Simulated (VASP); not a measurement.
# Al (P-1) in VASP: a series of runs

The runs below take Al through single point, with r2SCAN.

Everything below comes from runs of VASP 6.6.1. Logs are shortened: lines on timing, memory, paths and dates and some standing lists are left out, and cuts for length are marked.

**1. The cell of the first run**

The typed cell holds 1 atom: a = 2.750 Å, b = 2.779 Å, c = 2.785 Å, α = 110.03°, β = 109.05°, γ = 109.50°.

**2. Single point, r2SCAN**

POSCAR reads:

```
Al
1.0
   -1.5892623657      1.5911791603      1.5831326161
    1.5925967897     -1.6128828664      1.6081707463
    1.5977082421      1.6213287429     -1.6048363222
Al
1
Direct
    0.0000000000      0.0000000000      0.0000000000
```

INCAR.step1 reads:

```
PREC = Accurate
ENCUT = 520
ISMEAR = -1
SIGMA = 0.15
LREAL = False
LASPH = True
NELM = 60
NBANDS = 8
GGA = PE
ALGO = Normal
EDIFF = 1E-4
LWAVE = True
LCHARG = False
```

INCAR.step2 reads:

```
PREC = Accurate
ENCUT = 520
EDIFF = 1E-6
ISMEAR = -1
SIGMA = 0.15
LREAL = False
LASPH = True
NELM = 60
ALGO = Normal
ISIF = 2
LWAVE = False
LCHARG = False
METAGGA = R2SCAN
LMIXTAU = True
NBANDS = 8
ISTART = 1
```

KPOINTS reads:

```
regular mesh
0
Gamma
  9 9 9
```

Potentials or basis: VASP PAW PBE potentials, release 64 (Al).

Run with:

```bash
$ cat potpaw_PBE.64/Al/POTCAR > POTCAR
$ cp INCAR.step1 INCAR
$ mpirun -np 1 vasp_std > vasp.out
$ cp INCAR.step2 INCAR
$ mpirun -np 1 vasp_std > vasp.out
```

OUTCAR:

```text
PREC = Accurate
   ENCUT = 520
   EDIFF = 1E-6
   ISMEAR = -1
   LREAL = False
   LASPH = True
   NELM = 60
   ISIF = 2
   METAGGA = R2SCAN
   ISTART = 1

 ion  position               nearest neighbor table
   1  0.000  0.000  0.000-

  LATTYP: Found a triclinic cell.
 ALAT       =     7.1286214663
 B/A-ratio  =     0.6334499457
 C/A-ratio  =     0.3877154816
 COS(alpha) =     0.0006984099
 COS(beta)  =     0.2606418877
 COS(gamma) =     0.9479596348

  Lattice vectors:

 A1 = (  -6.3721641872,   3.1956161502,  -0.0283725543)
 A2 = (  -3.1818591554,   3.2040620267,  -0.0250381302)
 A3 = (  -1.6010426661,  -1.5996250368,  -1.5864670402)

Analysis of symmetry for initial positions (statically):
=====================================================================
 Subroutine PRICEL returns:
 Original cell was already a primitive cell.

 Routine SETGRP: Setting up the symmetry group for a
 triclinic supercell.

 Subroutine GETGRP returns: Found  2 space group operations
 (whereof  2 operations were pure point group operations)
 out of a pool of  2 trial point group operations.

The static configuration has the point symmetry S_2 .

Analysis of symmetry for dynamics (positions and initial velocities):
=====================================================================
 Subroutine PRICEL returns:
 Original cell was already a primitive cell.

 Routine SETGRP: Setting up the symmetry group for a
 triclinic supercell.

 Subroutine GETGRP returns: Found  2 space group operations
 (whereof  2 operations were pure point group operations)
 out of a pool of  2 trial point group operations.

The dynamic configuration has the point symmetry S_2 .

 Subroutine INISYM returns: Found  2 space group operations
 (whereof  2 operations are pure point group operations),
 and found     1 'primitive' translations

----------------------------------------------------------------------------------------

                                     Primitive cell

  volume of cell :      16.3528

  direct lattice vectors                    reciprocal lattice vectors
    -1.589262366  1.591179160  1.583132616    -0.001159465  0.313417742  0.315484327
     1.592596790 -1.612882866  1.608170746     0.313119058  0.001291644  0.313033218
     1.597708242  1.621328743 -1.604836322     0.312625852  0.310473427  0.001784850

  length of vectors
     2.750257237  2.779202912  2.785117258     0.444704830  0.442758409  0.440603969

  position of ions in fractional coordinates (direct lattice)
     0.000000000  0.000000000  0.000000000

  ion indices of the primitive-cell ions
   primitive index   ion index
                 1           1

----------------------------------------------------------------------------------------

 KPOINTS: regular mesh

Automatic generation of k-mesh.
 Grid dimensions read from file:
 generate k-points for:    9    9    9

 Generating k-lattice:

  Cartesian coordinates                     Fractional coordinates (reciprocal lattice)
    -0.000128829  0.034824194  0.035053814     0.111111111  0.000000000 -0.000000000
     0.034791006  0.000143516  0.034781469     0.000000000  0.111111111  0.000000000
     0.034736206  0.034497047  0.000198317    -0.000000000  0.000000000  0.111111111

  Length of vectors
     0.049411648  0.049195379  0.048955997

  Shift w.r.t. Gamma in fractional coordinates (k-lattice)
     0.000000000  0.000000000  0.000000000

 Subroutine IBZKPT returns following result:
 ===========================================

 Found    365 irreducible k-points:

 Following reciprocal coordinates:
            Coordinates               Weight
  0.000000  0.000000  0.000000      1.000000
  0.111111  0.000000 -0.000000      2.000000
  0.222222  0.000000 -0.000000      2.000000
  0.333333  0.000000 -0.000000      2.000000
  0.444444  0.000000 -0.000000      2.000000
 -0.000000  0.111111  0.000000      2.000000
[... 16 lines left out ...]
 -0.111111  0.222222  0.000000      2.000000
  0.000000  0.333333 -0.000000      2.000000
 [... further k-points ...]
   k-points           NKPTS =    365   k-points in BZ     NKDIM =    365   number of bands    NBANDS=      8
   number of dos      NEDOS =    301   number of ions     NIONS =      1
   total plane-waves  NPLWV =  11520
   dimension x,y,z NGX =    20 NGY =   24 NGZ =   24
   dimension x,y,z NGXF=    40 NGYF=   48 NGZF=   48
   ions per type =               1
   NGX,Y,Z   is equivalent  to a cutoff of  12.09, 14.36, 14.33 a.u.
   NGXF,Y,Z  is equivalent  to a cutoff of  24.18, 28.71, 28.65 a.u.
 SYSTEM =  unknown system
   PREC   = accura    normal or accurate (medium, high low for compatibility)
   ISTART =      1    job   : 0-new  1-cont  2-samecut
   ICHARG =      0    charge: 1-file 2-atom 10-const
   ISPIN  =      1    spin polarized calculation?
   LNONCOLLINEAR =      F non collinear calculations
   LSORBIT =      F    spin-orbit coupling
   LASPH  =      T    aspherical Exc in radial PAW
   ENCUT  =  520.0 eV  38.22 Ry    6.18 a.u.   5.11  5.17  5.18*2*pi/ulx,y,z
   NELM   =     60;   NELMIN=  2; NELMDL=  0     # of ELM steps
   EDIFF  = 0.1E-05   stopping-criterion for ELM
   LREAL  =      F    real-space projection
   EDIFFG = 0.1E-04   stopping-criterion for IOM
   NSW    =      0    number of steps for IOM
   IBRION =     -1    ionic relax: 0-MD 1-quasi-New 2-CG
   NFREE  =      0    steps in history (QN), initial steepest desc. (CG)
   ISIF   =      2    stress and relaxation
   ISYM   =      2    0-nonsym 1-usesym 2-fastsym
   POTIM  = 0.5000    time-step for ionic-motion
   TEBEG  =    0.0;   TEEND  =   0.0 temperature during run
   PSTRESS=    0.0 pullay stress
   NELECT =       3.0000    total number of electrons
   NUPDOWN=      -1.0000    fix difference up-down
   EMIN   =  10.00;   EMAX   =-10.00  energy-range for DOS
   EFERMI =   0.00;   METHOD = LEGACY
   ISMEAR =    -1;   SIGMA  =   0.15  broadening in eV -4-tet -1-fermi 0-gaus
   EFERMI_NEDOS =   21; number of points for ismear=-14 and -15
   IALGO  =     38    algorithm
   IMIX   =      4    mixing-type and parameters
     AMIX     =   0.40;   BMIX     =  1.00
     AMIX_MAG =   1.60;   BMIX_MAG =  1.00
  volume/ion in A,a.u.               =      16.35       110.35
  Fermi-wavevector in a.u.,A,eV,Ry     =   0.930218  1.757858 11.773205  0.865306
  Thomas-Fermi vector in A             =   2.056583
   LORBIT       =      0    0 simple, 1 ext, 2 COOP (PROOUT), +10 PAW based schemes
   METAGGA = R2SCAN    functional components
   LHFCALC =     F    Hartree Fock is set to
   AEXX    =    0.0000 exact exchange contribution
   IVDW    =     0    specifies the selected vdW correction
   LEPSILON=     F    determine dielectric tensor
   LRPA    =     F    only Hartree local field effects (RPA)
 non-spin polarized calculation
  energy-cutoff  :      520.00
  volume of cell :       16.35
 maximum number of plane-waves:       451
   NGX = 11   NGY = 11   NGZ = 11

 number of electron       3.0000000 magnetization

 Free energy of the ion-electron system (eV)
  ---------------------------------------------------
  ext. energy  EPLUGINS =         0.00000000
  ---------------------------------------------------
  free energy    TOTEN  =        -6.63356442 eV

  energy without entropy =       -6.60139586  energy(sigma->0) =       -6.61748014

 E-fermi :   8.1760     XC(G=0): -10.9559

 val. band max:        8.1737164854   @ k =   0.3333   0.3333   0.4444
 cond. band min:       8.1762655339   @ k =   0.1111  -0.3333   0.4444
 fundamental gap:      0.0025490486
 Fermi energy:         8.1760279807

 k-point     1 :       0.0000    0.0000    0.0000
  band No.  band energies     occupation
      1      -3.7984      2.00000
      2      22.0931      0.00000
      3      22.1467      0.00000
      4      22.3822      0.00000
      5      23.9457      0.00000
      6      24.1764      0.00000
      7      24.3824      0.00000
      8      25.3816      0.00000

 k-point     2 :       0.1111    0.0000   -0.0000
  band No.  band energies     occupation
      1      -3.4142      2.00000
      2      18.9881      0.00000
      3      20.5141      0.00000
      4      21.0227      0.00000
      5      22.6998      0.00000
      6      23.5666      0.00000
      7      25.0701      0.00000
      8      25.4586      0.00000

 k-point     3 :       0.2222    0.0000   -0.0000
  band No.  band energies     occupation
      1      -2.2676      2.00000
      2      14.0826      0.00000
      3      18.7701      0.00000
      4      19.0915      0.00000
      5      20.8741      0.00000
      6      22.1574      0.00000
      7      26.2495      0.00000
      8      26.4274      0.00000

 k-point     4 :       0.3333    0.0000   -0.0000
  band No.  band energies     occupation
      1      -0.3777      2.00000
      2       9.5399      0.00022
      3      17.5826      0.00000
      4      17.6771      0.00000
      5      19.5662      0.00000
      6      21.0456      0.00000
      7      27.6707      0.00000
      8      28.3860      0.00000

 k-point     5 :       0.4444    0.0000   -0.0000
  band No.  band energies     occupation
      1       2.2096      2.00000
      2       5.6107      2.00000
      3      16.9354      0.00000
      4      17.0039      0.00000
      5      18.9024      0.00000
      6      20.4298      0.00000
      7      29.3883      0.00000
      8      30.8052      0.00000
[... 177 lines left out ...]
 k-point    22 :      -0.2222    0.2222    0.0000
  band No.  band energies     occupation
      1      -2.2796      2.00000
      2      13.9500      0.00000
      3      18.8138      0.00000
      4      19.0800      0.00000
      5      20.9162      0.00000
      6      22.2481      0.00000
      7      26.4538      0.00000
      8      26.5638      0.00000

 k-point    23 :      -0.1111    0.2222    0.0000
  band No.  band energies     occupation
      1      -2.6613      2.00000
      2      16.3464      0.00000
      3      16.9118      0.00000
      4      19.1580      0.00000
      5      22.7732      0.00000
      6      23.2905      0.00000
      7      26.3673      0.00000
      8      26.4815      0.00000

 k-point    24 :       0.0000    0.3333   -0.0000
  band No.  band energies     occupation
      1      -0.4063      2.00000
      2       9.4294      0.00047
      3      17.5247      0.00000
      4      17.5731      0.00000
      5      19.5085      0.00000
      6      21.1577      0.00000
      7      28.2676      0.00000
      8      28.7582      0.00000

 [... further k-points ...]

------------------------ aborting loop because EDIFF is reached ----------------------------------------

  FORCE on cell =-STRESS in cart. coord.  units (eV):
  Direction    XX          YY          ZZ          XY          YZ          ZX
  --------------------------------------------------------------------------------------
  -------------------------------------------------------------------------------------
  Total       -0.1347105     -0.0514599     -0.1259000     -0.0236711      0.0614806     -0.0114932
  in kB      -13.1983921     -5.0418370    -12.3351759     -2.3191970      6.0236235     -1.1260592
  external PRESSURE =     -10.1918017 kB  Pullay stress =       0.0000000 kB

 VOLUME and BASIS-vectors are now :
 -----------------------------------------------------------------------------
  energy-cutoff  :      520.00
  volume of cell :       16.35
      direct lattice vectors                 reciprocal lattice vectors
    -1.589262366  1.591179160  1.583132616    -0.001159465  0.313417742  0.315484327
     1.592596790 -1.612882866  1.608170746     0.313119058  0.001291644  0.313033218
     1.597708242  1.621328743 -1.604836322     0.312625852  0.310473427  0.001784850

 POSITION                                       TOTAL-FORCE (eV/Angst)
 -----------------------------------------------------------------------------------
      0.00000      0.00000      0.00000         0.000000      0.000000     -0.000000
 -----------------------------------------------------------------------------------
    total drift:                                0.000000     -0.000000     -0.000000

  FREE ENERGIE OF THE ION-ELECTRON SYSTEM (eV)
  ---------------------------------------------------
  free  energy   TOTEN  =        -6.6335644224 eV

  energy  without entropy=       -6.6013958575  energy(sigma->0) =       -6.61748014
```

Wall time 86 s (1 thread of Intel Xeon Platinum 8488C (Sapphire Rapids), shared host); peak memory 0.16 GiB.

What came out:

| Item | Value |
| --- | --- |
| Free energy | -6.6336 eV |
| Pressure | -1.0 GPa |

Caveat: the PAW data sets were made with another functional, which shifts forces and pressure a little.

**3. Single point, r2SCAN**

This run uses another cell than the first one, of 16.43 Å³/atom, 1.005 times its volume.

POSCAR reads:

```
Al
1.0
   -1.5919200000      1.5938400000      1.5857800000
    1.5952600000     -1.6155800000      1.6108600000
    1.6003800000      1.6240400000     -1.6075200000
Al
1
Direct
    0.0000000000      0.0000000000      0.0000000000
```

INCAR.step1 reads:

```
  ALGO = Normal
  EDIFF = 1E-4
  ENCUT = 520
  GGA = PE
  ISMEAR = -1
  LASPH = True
  LCHARG = False
  LREAL = False
  LWAVE = True
  NBANDS = 8
  NELM = 80
  PREC = Accurate
  SIGMA = 0.15
```

INCAR.step2 reads:

```
  ALGO = Normal
  EDIFF = 1E-6
  ENCUT = 520
  ISIF = 2
  ISMEAR = -1
  ISTART = 1
  LASPH = True
  LCHARG = False
  LMIXTAU = True
  LREAL = False
  LWAVE = False
  METAGGA = R2SCAN
  NBANDS = 8
  NELM = 80
  PREC = Accurate
  SIGMA = 0.15
```

KPOINTS reads:

```
k-points
0
Gamma
  9 9 9
```

Potentials or basis: VASP PAW PBE potentials, release 64 (Al).

Run with:

```bash
$ cat potpaw_PBE.64/Al/POTCAR > POTCAR
$ cp INCAR.step1 INCAR
$ mpirun -np 1 vasp_std > vasp.out
$ cp INCAR.step2 INCAR
$ mpirun -np 1 vasp_std > vasp.out
```

OUTCAR:

```text
EDIFF = 1E-6
   ENCUT = 520
   ISIF = 2
   ISMEAR = -1
   ISTART = 1
   LASPH = True
   LREAL = False
   METAGGA = R2SCAN
   NELM = 80
   PREC = Accurate

 ion  position               nearest neighbor table
   1  0.000  0.000  0.000-

  LATTYP: Found a triclinic cell.
 ALAT       =     7.1405422602
 B/A-ratio  =     0.6334499457
 C/A-ratio  =     0.3877154816
 COS(alpha) =     0.0006984099
 COS(beta)  =     0.2606418877
 COS(gamma) =     0.9479596348

  Lattice vectors:

 A1 = (  -6.3828200000,   3.2009600000,  -0.0284200000)
 A2 = (  -3.1871800000,   3.2094200000,  -0.0250800000)
 A3 = (  -1.6037200000,  -1.6023000000,  -1.5891200000)

Analysis of symmetry for initial positions (statically):
=====================================================================
 Subroutine PRICEL returns:
 Original cell was already a primitive cell.

 Routine SETGRP: Setting up the symmetry group for a
 triclinic supercell.

 Subroutine GETGRP returns: Found  2 space group operations
 (whereof  2 operations were pure point group operations)
 out of a pool of  2 trial point group operations.

[... 160 lines left out ...]

 val. band max:        8.1198135360   @ k =   0.2222  -0.4444   0.3333
 cond. band min:       8.1238364985   @ k =   0.1111  -0.3333   0.4444
 fundamental gap:      0.0040229624
 Fermi energy:         8.1220633860

 k-point     1 :       0.0000    0.0000    0.0000
  band No.  band energies     occupation
      1      -3.8155      2.00000
      2      22.0098      0.00000
      3      22.0633      0.00000
      4      22.2980      0.00000
      5      23.8158      0.00000
      6      24.0451      0.00000
      7      24.2502      0.00000
      8      25.2896      0.00000
[... 243 lines left out ...]
 k-point    24 :      -0.0000    0.3333   -0.0000
  band No.  band energies     occupation
      1      -0.4337      2.00000
      2       9.3727      0.00048
      3      17.4559      0.00000
      4      17.4820      0.00000
      5      19.4172      0.00000
      6      21.0582      0.00000
      7      28.1516      0.00000
      8      28.6434      0.00000

 [... further k-points ...]

------------------------ aborting loop because EDIFF is reached ----------------------------------------

  FORCE on cell =-STRESS in cart. coord.  units (eV):
  Direction    XX          YY          ZZ          XY          YZ          ZX
  --------------------------------------------------------------------------------------
  -------------------------------------------------------------------------------------
  Total       -0.1746733     -0.0916486     -0.1661095     -0.0234034      0.0606176     -0.0114881
  in kB      -17.0282131     -8.9344624    -16.1933649     -2.2815105      5.9093752     -1.1199336
  external PRESSURE =     -14.0520135 kB  Pullay stress =       0.0000000 kB

 VOLUME and BASIS-vectors are now :
 -----------------------------------------------------------------------------
  energy-cutoff  :      520.00
  volume of cell :       16.43
      direct lattice vectors                 reciprocal lattice vectors
    -1.591920000  1.593840000  1.585780000    -0.001157529  0.312894506  0.314957641
     1.595260000 -1.615580000  1.610860000     0.312596320  0.001289488  0.312510624
     1.600380000  1.624040000 -1.607520000     0.312103938  0.309955107  0.001781870

 POSITION                                       TOTAL-FORCE (eV/Angst)
 -----------------------------------------------------------------------------------
      0.00000      0.00000      0.00000        -0.000000      0.000000      0.000000
 -----------------------------------------------------------------------------------
    total drift:                                0.000000      0.000000      0.000000

  FREE ENERGIE OF THE ION-ELECTRON SYSTEM (eV)
  ---------------------------------------------------
  free  energy   TOTEN  =        -6.6329298494 eV

  energy  without entropy=       -6.6006307931  energy(sigma->0) =       -6.61678032
```

OSZICAR.step1:

```text
N       E                     dE             d eps       ncg     rms          rms(c)
DAV:   1    -0.229049777359E+01   -0.22905E+01   -0.89378E+02  5880   0.209E+02
DAV:   2    -0.367536260293E+01   -0.13849E+01   -0.13219E+01  8232   0.186E+01
DAV:   3    -0.368234163694E+01   -0.69790E-02   -0.69734E-02  7064   0.146E+00
DAV:   4    -0.368236094988E+01   -0.19313E-04   -0.19312E-04  8568   0.711E-02
DAV:   5    -0.368236102384E+01   -0.73956E-07   -0.74855E-07  7216   0.277E-03    0.126E+00
DAV:   6    -0.366786986620E+01    0.14491E-01   -0.19402E-03  6360   0.200E-01    0.724E-01
DAV:   7    -0.365779034370E+01    0.10080E-01   -0.57619E-03  6552   0.324E-01    0.141E-01
DAV:   8    -0.365778356714E+01    0.67766E-05   -0.20387E-05  7032   0.312E-02
   1 F= -.36577836E+01 E0= -.36405669E+01  d E =-.344333E-01
```

Run time: 86 s. Hardware: 1 thread of Intel Xeon Platinum 8488C (Sapphire Rapids), shared host; peak memory 0.16 GiB.

Results:

```yaml
Free_energy: -6.6329 eV
Pressure: -1.4 GPa
```

Levels at points of the mesh, in eV from the Fermi level:
| k point | band 1 | band 2 | band 3 | band 4 |
| --- | --- | --- | --- | --- |
| (0.00, 0.00, 0.00) | -11.94 | 13.89 | 13.94 | 14.18 |

Caveat: the PAW data sets were made with another functional, which shifts forces and pressure a little.

(Continued in part 2 of 2.)
